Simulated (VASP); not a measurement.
# Pd (I4/mmm) in VASP: further runs

Runs on Pd. Level: PBE. Tasks: single point.

All numbers are computed with VASP 6.6.1; they aren't measurements. Logs are shortened: lines on timing, memory, paths and dates and some standing lists are left out, and cuts for length are marked.

### 1 The cell of the first run

It takes space group I4/mmm (No. 139, tetragonal). The conventional cell has a = 2.682 Å, b = 2.682 Å, c = 3.695 Å, α = 90.00°, β = 90.00°, γ = 90.00°. Within 3.5 Å of Pd (site symmetry 4/mmm) lie 12 Pd at 2.65 to 2.68 Å.

### 2 Single point, PBE (strain -0.025 along x and y, -0.050 along z)

Input file INCAR:

```
SYSTEM = Pd
ALGO = Normal
EDIFF = 1E-7
ENCUT = 520
GGA = PE
ISIF = 2
ISMEAR = 0
LASPH = .TRUE.
LCHARG = .FALSE.
LREAL = .FALSE.
LWAVE = .FALSE.
NBANDS = 11
NELM = 80
PREC = Accurate
SIGMA = 0.15
```

Input file KPOINTS:

```
k-points
0
G
  8 8 8
  0 0 0
```

Input file POSCAR:

```
Pd
1.0
    0.0000000000      1.8962775000      1.8476550000
    1.8962775000      0.0000000000      1.8476550000
    1.8962775000      1.8962775000      0.0000000000
Pd
1
Direct
    0.0000000000      0.0000000000      0.0000000000
```

Potentials or basis: VASP PAW PBE potentials, release 64 (Pd).

Command:

```sh
> cat potpaw_PBE.64/Pd/POTCAR > POTCAR
> mpirun -np 1 vasp_std > vasp.out
```

OUTCAR:

```text
SYSTEM = Pd
   EDIFF = 1E-7
   ENCUT = 520
   GGA = PE
   ISIF = 2
   ISMEAR = 0
   LASPH = .TRUE.
   LREAL = .FALSE.
   NELM = 80
   PREC = Accurate

 ion  position               nearest neighbor table
   1  0.000  0.000  0.000-

  LATTYP: Found a body centered tetragonal cell.
 ALAT       =     2.6817413585
 C/A-ratio  =     1.3779516762

  Lattice vectors:

 A1 = (   0.0000000000,  -1.8962775000,  -1.8476550000)
 A2 = (   0.0000000000,   1.8962775000,  -1.8476550000)
 A3 = (   1.8962775000,   0.0000000000,   1.8476550000)

Analysis of symmetry for initial positions (statically):
=====================================================================
 Subroutine PRICEL returns:
 Original cell was already a primitive cell.

 Routine SETGRP: Setting up the symmetry group for a
 body centered tetragonal supercell.

 Subroutine GETGRP returns: Found 16 space group operations
 (whereof 16 operations were pure point group operations)
 out of a pool of 16 trial point group operations.

The static configuration has the point symmetry D_4h.

Analysis of symmetry for dynamics (positions and initial velocities):
=====================================================================
 Subroutine PRICEL returns:
 Original cell was already a primitive cell.

 Routine SETGRP: Setting up the symmetry group for a
 body centered tetragonal supercell.

 Subroutine GETGRP returns: Found 16 space group operations
 (whereof 16 operations were pure point group operations)
 out of a pool of 16 trial point group operations.

The dynamic configuration has the point symmetry D_4h.

 Subroutine INISYM returns: Found 16 space group operations
 (whereof 16 operations are pure point group operations),
 and found     1 'primitive' translations

----------------------------------------------------------------------------------------

                                     Primitive cell

  volume of cell :      13.2878

  direct lattice vectors                    reciprocal lattice vectors
     0.000000000  1.896277500  1.847655000    -0.263674489  0.263674489  0.270613291
     1.896277500  0.000000000  1.847655000     0.263674489 -0.263674489  0.270613291
     1.896277500  1.896277500  0.000000000     0.263674489  0.263674489 -0.270613291

  length of vectors
     2.647583305  2.647583305  2.681741359     0.460738565  0.460738565  0.460738565

  position of ions in fractional coordinates (direct lattice)
     0.000000000  0.000000000  0.000000000

  ion indices of the primitive-cell ions
   primitive index   ion index
                 1           1

----------------------------------------------------------------------------------------

 KPOINTS: k-points

Automatic generation of k-mesh.
 Grid dimensions read from file:
 generate k-points for:    8    8    8

 Generating k-lattice:

  Cartesian coordinates                     Fractional coordinates (reciprocal lattice)
    -0.032959311  0.032959311  0.033826661     0.125000000  0.000000000  0.000000000
     0.032959311 -0.032959311  0.033826661     0.000000000  0.125000000  0.000000000
     0.032959311  0.032959311 -0.033826661     0.000000000  0.000000000  0.125000000

  Length of vectors
     0.057592321  0.057592321  0.057592321

  Shift w.r.t. Gamma in fractional coordinates (k-lattice)
     0.000000000  0.000000000  0.000000000

 Subroutine IBZKPT returns following result:
 ===========================================

 Found     59 irreducible k-points:

 Following reciprocal coordinates:
            Coordinates               Weight
  0.000000  0.000000  0.000000      1.000000
  0.125000 -0.000000  0.000000      8.000000
  0.250000 -0.000000  0.000000      8.000000
  0.375000 -0.000000  0.000000      8.000000
  0.500000 -0.000000  0.000000      4.000000
  0.125000  0.125000  0.000000      2.000000
[... 16 lines left out ...]
  0.250000 -0.000000  0.125000     16.000000
  0.375000 -0.000000  0.125000     16.000000
 [... further k-points ...]
   k-points           NKPTS =     59   k-points in BZ     NKDIM =     59   number of bands    NBANDS=     11
   number of dos      NEDOS =    301   number of ions     NIONS =      1
   total plane-waves  NPLWV =   8000
   dimension x,y,z NGX =    20 NGY =   20 NGZ =   20
   dimension x,y,z NGXF=    40 NGYF=   40 NGZF=   40
   ions per type =               1
   NGX,Y,Z   is equivalent  to a cutoff of  12.56, 12.56, 12.40 a.u.
   NGXF,Y,Z  is equivalent  to a cutoff of  25.12, 25.12, 24.80 a.u.
 SYSTEM =  Pd
   PREC   = accura    normal or accurate (medium, high low for compatibility)
   ISTART =      0    job   : 0-new  1-cont  2-samecut
   ICHARG =      2    charge: 1-file 2-atom 10-const
   ISPIN  =      1    spin polarized calculation?
   LNONCOLLINEAR =      F non collinear calculations
   LSORBIT =      F    spin-orbit coupling
   LASPH  =      T    aspherical Exc in radial PAW
   ENCUT  =  520.0 eV  38.22 Ry    6.18 a.u.   4.92  4.92  4.99*2*pi/ulx,y,z
   NELM   =     80;   NELMIN=  2; NELMDL= -5     # of ELM steps
   EDIFF  = 0.1E-06   stopping-criterion for ELM
   LREAL  =      F    real-space projection
   EDIFFG = 0.1E-05   stopping-criterion for IOM
   NSW    =      0    number of steps for IOM
   IBRION =     -1    ionic relax: 0-MD 1-quasi-New 2-CG
   NFREE  =      0    steps in history (QN), initial steepest desc. (CG)
   ISIF   =      2    stress and relaxation
   ISYM   =      2    0-nonsym 1-usesym 2-fastsym
   POTIM  = 0.5000    time-step for ionic-motion
   TEBEG  =    0.0;   TEEND  =   0.0 temperature during run
   PSTRESS=    0.0 pullay stress
   NELECT =      10.0000    total number of electrons
   NUPDOWN=      -1.0000    fix difference up-down
   EMIN   =  10.00;   EMAX   =-10.00  energy-range for DOS
   EFERMI =   0.00;   METHOD = LEGACY
   ISMEAR =     0;   SIGMA  =   0.15  broadening in eV -4-tet -1-fermi 0-gaus
   EFERMI_NEDOS =   21; number of points for ismear=-14 and -15
   IALGO  =     38    algorithm
   IMIX   =      4    mixing-type and parameters
     AMIX     =   0.40;   BMIX     =  1.00
     AMIX_MAG =   1.60;   BMIX_MAG =  1.00
  volume/ion in A,a.u.               =      13.29        89.67
  Fermi-wavevector in a.u.,A,eV,Ry     =   1.489098  2.813987 30.169733  2.217413
  Thomas-Fermi vector in A             =   2.602049
   LORBIT       =      0    0 simple, 1 ext, 2 COOP (PROOUT), +10 PAW based schemes
   GGA     = PE    functional components
   LHFCALC =     F    Hartree Fock is set to
   AEXX    =    0.0000 exact exchange contribution
   IVDW    =     0    specifies the selected vdW correction
   LEPSILON=     F    determine dielectric tensor
   LRPA    =     F    only Hartree local field effects (RPA)
 non-spin polarized calculation
 Gauss-broadening in eV      SIGMA  =   0.15
  energy-cutoff  :      520.00
  volume of cell :       13.29
 maximum number of plane-waves:       370
   NGX =  9   NGY =  9   NGZ =  9

 number of electron      10.0000000 magnetization

 number of electron       9.9999998 magnetization

 Free energy of the ion-electron system (eV)
  ---------------------------------------------------
  ext. energy  EPLUGINS =         0.00000000
  ---------------------------------------------------
  free energy    TOTEN  =        -5.00849445 eV

  energy without entropy =       -4.98536488  energy(sigma->0) =       -4.99692967

 E-fermi :  11.7768     XC(G=0): -13.8416

 val. band max:       11.7700765975   @ k =  -0.2500   0.3750   0.2500
 cond. band min:      11.8215839711   @ k =   0.5000   0.2500   0.0000
 fundamental gap:      0.0515073736
 Fermi energy:        11.7767750070

 k-point     1 :       0.0000    0.0000    0.0000
  band No.  band energies     occupation
      1       3.6767      2.00000
      2       8.2467      2.00000
      3       8.2467      2.00000
      4       8.5204      2.00000
      5      10.0913      2.00000
      6      10.3875      2.00000
      7      28.8532      0.00000
      8      33.9677      0.00000
      9      33.9677      0.00000
     10      34.7395      0.00000
     11      37.5530      0.00000

 k-point     2 :       0.1250   -0.0000    0.0000
  band No.  band energies     occupation
      1       4.2757      2.00000
      2       8.1116      2.00000
      3       8.4443      2.00000
      4       8.6526      2.00000
      5      10.0302      2.00000
      6      10.2806      2.00000
      7      29.5227      0.00000
      8      31.4579      0.00000
      9      34.7670      0.00000
     10      35.2748      0.00000
     11      37.5830      0.00000

 k-point     3 :       0.2500   -0.0000    0.0000
  band No.  band energies     occupation
      1       5.4599      2.00000
      2       8.2954      2.00000
      3       8.5469      2.00000
      4       8.7994      2.00000
      5      10.3697      2.00000
      6      10.4513      2.00000
      7      27.0678      0.00000
      8      30.1611      0.00000
      9      36.5028      0.00000
     10      36.8648      0.00000
     11      37.5414      0.00000

 k-point     4 :       0.3750   -0.0000    0.0000
  band No.  band energies     occupation
      1       5.6281      2.00000
      2       8.2749      2.00000
      3       8.5492      2.00000
      4      10.4906      2.00000
      5      11.2020      2.00000
      6      11.2709      2.00000
      7      22.5771      0.00000
      8      28.8625      0.00000
      9      34.8068      0.00000
     10      35.2489      0.00000
     11      37.5698      0.00000
[... 239 lines left out ...]
 k-point    22 :       0.1250    0.0000    0.1250
  band No.  band energies     occupation
      1       4.4632      2.00000
      2       7.7944      2.00000
      3       8.6701      2.00000
      4       8.8903      2.00000
      5       9.6819      2.00000
      6      10.5030      2.00000
      7      29.8828      0.00000
      8      32.2772      0.00000
      9      33.6209      0.00000
     10      34.2594      0.00000
     11      37.5714      0.00000

 k-point    23 :       0.2500   -0.0000    0.1250
  band No.  band energies     occupation
      1       5.5473      2.00000
      2       7.4868      2.00000
      3       8.7374      2.00000
      4       9.1343      2.00000
      5       9.9923      2.00000
      6      10.7549      2.00000
      7      28.9126      0.00000
      8      30.8204      0.00000
      9      33.3930      0.00000
     10      34.6035      0.00000
     11      37.5338      0.00000

 k-point    24 :       0.3750   -0.0000    0.1250
  band No.  band energies     occupation
      1       6.0448      2.00000
      2       8.1366      2.00000
      3       8.4381      2.00000
      4       8.9995      2.00000
      5      11.3867      1.99976
      6      11.8218      0.67118
      7      24.3167      0.00000
      8      29.6860      0.00000
      9      32.7120      0.00000
     10      34.2810      0.00000
     11      37.6058      0.00000

 [... further k-points ...]
[... 5 lines left out ...]
  --------------------------------------------------------------------------------------
  -------------------------------------------------------------------------------------
  Total        2.9359064      2.9359064      3.0880120      0.0000000     -0.0000000      0.0000000
  in kB      353.9958083    353.9958083    372.3358945      0.0000000     -0.0000000      0.0000000
  external PRESSURE =     360.1091704 kB  Pullay stress =       0.0000000 kB

 VOLUME and BASIS-vectors are now :
 -----------------------------------------------------------------------------
  energy-cutoff  :      520.00
  volume of cell :       13.29
      direct lattice vectors                 reciprocal lattice vectors
     0.000000000  1.896277500  1.847655000    -0.263674489  0.263674489  0.270613291
     1.896277500  0.000000000  1.847655000     0.263674489 -0.263674489  0.270613291
     1.896277500  1.896277500  0.000000000     0.263674489  0.263674489 -0.270613291

 POSITION                                       TOTAL-FORCE (eV/Angst)
 -----------------------------------------------------------------------------------
      0.00000      0.00000      0.00000        -0.000000      0.000000      0.000000
 -----------------------------------------------------------------------------------
    total drift:                               -0.000000     -0.000000     -0.000000

  FREE ENERGIE OF THE ION-ELECTRON SYSTEM (eV)
  ---------------------------------------------------
  free  energy   TOTEN  =        -5.0084944546 eV

  energy  without entropy=       -4.9853648816  energy(sigma->0) =       -4.99692967
```

Run time: 5.8 s. Hardware: 1 thread of AMD EPYC 9R14 (Zen 4), shared host; peak memory 0.1 GiB.

What came out:

```
Free energy            : -5.0085 eV
Pressure               : 36.0 GPa
Band gap on the k mesh : zero (band 5 reaches 12.16 eV, above the bottom of band 6 at 10.28 eV)
```

Levels at points of the mesh, in eV from the Fermi level:
| k point | band 2 | band 3 | band 4 | band 5 | band 6 | band 7 | band 8 | band 9 |
| --- | --- | --- | --- | --- | --- | --- | --- | --- |
| (0.00, 0.00, 0.00) | -3.53 | -3.53 | -3.26 | -1.69 | -1.39 | 17.08 | 22.19 | 22.19 |
| (0.50, 0.00, 0.00) | -3.65 | -3.37 | -0.16 | -0.03 | 0.67 | 8.13 | 16.43 | 21.75 |
| (0.50, 0.50, 0.00) | -6.12 | -0.14 | 0.30 | 0.30 | 3.62 | 12.32 | 13.33 | 13.33 |
| (0.50, 0.00, 0.50) | -6.11 | -0.13 | 0.18 | 0.38 | 3.06 | 11.57 | 13.72 | 13.96 |

Caveat: the k points lie up to 0.36 Å⁻¹ apart; the cell differs from its parent crystal (strain -0.025 along x and y, -0.050 along z).

### 3 Single point, PBE (strain -0.025 along x and y, +0.000 along z)

Input file INCAR:

```
SYSTEM = Pd
PREC     = Accurate       ! precision mode
ENCUT    = 520            ! plane-wave cutoff, eV
EDIFF    = 1E-6           ! SCF threshold, eV
ISMEAR   = 0              ! smearing method
SIGMA    = 0.15           ! smearing width, eV
LREAL    = .FALSE.        ! projectors in reciprocal space
LASPH    = .TRUE.         ! aspherical terms in the spheres
NELM     = 100            ! most SCF steps
ALGO     = Normal         ! electronic algorithm
ISIF     = 2              ! what is computed and relaxed
LWAVE    = .FALSE.        ! write WAVECAR
LCHARG   = .FALSE.        ! write CHGCAR
GGA      = PE             ! functional
NBANDS   = 11             ! bands
```

Input file KPOINTS:

```
Automatic mesh
0
G
  8 8 8
  0 0 0
```

Input file POSCAR:

```
Pd
1.0
    0.0000000000      1.8962775000      1.9449000000
    1.8962775000      0.0000000000      1.9449000000
    1.8962775000      1.8962775000      0.0000000000
Pd
1
Direct
    0.0000000000      0.0000000000      0.0000000000
```

Potentials or basis: VASP PAW PBE potentials, release 64 (Pd).

Command:

```sh
> cat potpaw_PBE.64/Pd/POTCAR > POTCAR
> mpirun -np 1 vasp_std > vasp.out
```

OUTCAR:

```text
SYSTEM = Pd
   PREC = Accurate
   ENCUT = 520
   EDIFF = 1E-6
   ISMEAR = 0
   LREAL = .FALSE.
   LASPH = .TRUE.
   NELM = 100
   ISIF = 2
   GGA = PE

 ion  position               nearest neighbor table
   1  0.000  0.000  0.000-

  LATTYP: Found a body centered tetragonal cell.
 ALAT       =     2.6817413585
 C/A-ratio  =     1.4504754486

  Lattice vectors:

 A1 = (  -1.8962775000,   0.0000000000,   1.9449000000)
 A2 = (   1.8962775000,   0.0000000000,   1.9449000000)
 A3 = (   0.0000000000,   1.8962775000,  -1.9449000000)

[... 506 lines left out ...]
      4       8.1529      2.00000
      5      10.4748      1.99884
      6      10.9194      0.34600
      7      22.8294      0.00000
      8      28.6232      0.00000
      9      30.9436      0.00000
     10      32.9455      0.00000
     11      36.8797      0.00000

 [... further k-points ...]
[... 5 lines left out ...]
  --------------------------------------------------------------------------------------
  -------------------------------------------------------------------------------------
  Total        1.8283871      1.8283871      1.6584836      0.0000000      0.0000000      0.0000000
  in kB      209.4342301    209.4342301    189.9724877      0.0000000      0.0000000      0.0000000
  external PRESSURE =     202.9469826 kB  Pullay stress =       0.0000000 kB

 VOLUME and BASIS-vectors are now :
 -----------------------------------------------------------------------------
  energy-cutoff  :      520.00
  volume of cell :       13.99
      direct lattice vectors                 reciprocal lattice vectors
     0.000000000  1.896277500  1.944900000    -0.263674489  0.263674489  0.257082626
     1.896277500  0.000000000  1.944900000     0.263674489 -0.263674489  0.257082626
     1.896277500  1.896277500  0.000000000     0.263674489  0.263674489 -0.257082626

 POSITION                                       TOTAL-FORCE (eV/Angst)
 -----------------------------------------------------------------------------------
      0.00000      0.00000      0.00000         0.000000      0.000000      0.000000
 -----------------------------------------------------------------------------------
    total drift:                               -0.000000     -0.000000     -0.000000

  FREE ENERGIE OF THE ION-ELECTRON SYSTEM (eV)
  ---------------------------------------------------
  free  energy   TOTEN  =        -5.1299982436 eV

  energy  without entropy=       -5.1065046074  energy(sigma->0) =       -5.11825143
```

OSZICAR:

```text
N       E                     dE             d eps       ncg     rms          rms(c)
DAV:   1     0.427253973171E+02    0.42725E+02   -0.52537E+03  1306   0.865E+02
DAV:   2    -0.486751813480E+01   -0.47593E+02   -0.45871E+02  1436   0.186E+02
DAV:   3    -0.540574651885E+01   -0.53823E+00   -0.53589E+00  1576   0.212E+01
DAV:   4    -0.540781803515E+01   -0.20715E-02   -0.20711E-02  1625   0.134E+00
DAV:   5    -0.540783776496E+01   -0.19730E-04   -0.19730E-04  1632   0.121E-01    0.912E+00
DAV:   6    -0.514605935040E+01    0.26178E+00   -0.10071E+00  1598   0.834E+00    0.461E+00
DAV:   7    -0.513445585667E+01    0.11603E-01   -0.22764E-02  1684   0.946E-01    0.235E+00
DAV:   8    -0.513000074761E+01    0.44551E-02   -0.13359E-03  1629   0.313E-01    0.441E-02
DAV:   9    -0.512999423896E+01    0.65087E-05   -0.88355E-05  1680   0.790E-02    0.137E-02
DAV:  10    -0.512999867182E+01   -0.44329E-05   -0.28165E-06  1608   0.152E-02    0.456E-03
DAV:  11    -0.512999824360E+01    0.42822E-06   -0.25898E-07  1119   0.399E-03
   1 F= -.51299982E+01 E0= -.51182514E+01  d E =-.234936E-01
```

stdout:

```text
POSCAR found type information on POSCAR Pd
 POSCAR found :  1 types and       1 ions
 scaLAPACK will be used
 LDA part: xc-table for (Slater+PW92), standard interpolation
 POSCAR, INCAR and KPOINTS ok, starting setup
 FFT: planning ... GRIDC
 FFT: planning ... GRID_SOFT
 FFT: planning ... GRID
 WAVECAR not read
 entering main loop
```

Run time: 5.3 s. Hardware: 1 thread of AMD EPYC 9R14 (Zen 4), shared host; peak memory 0.1 GiB.

What came out:

| Property | Result |
| --- | --- |
| Free energy | -5.1300 eV |
| Pressure | 20.3 GPa |
| Band gap on the k mesh | zero (band 5 reaches 11.18 eV, above the bottom of band 6 at 9.44 eV) |

Caveat: the cell differs from its parent crystal (strain -0.025 along x and y, +0.000 along z).
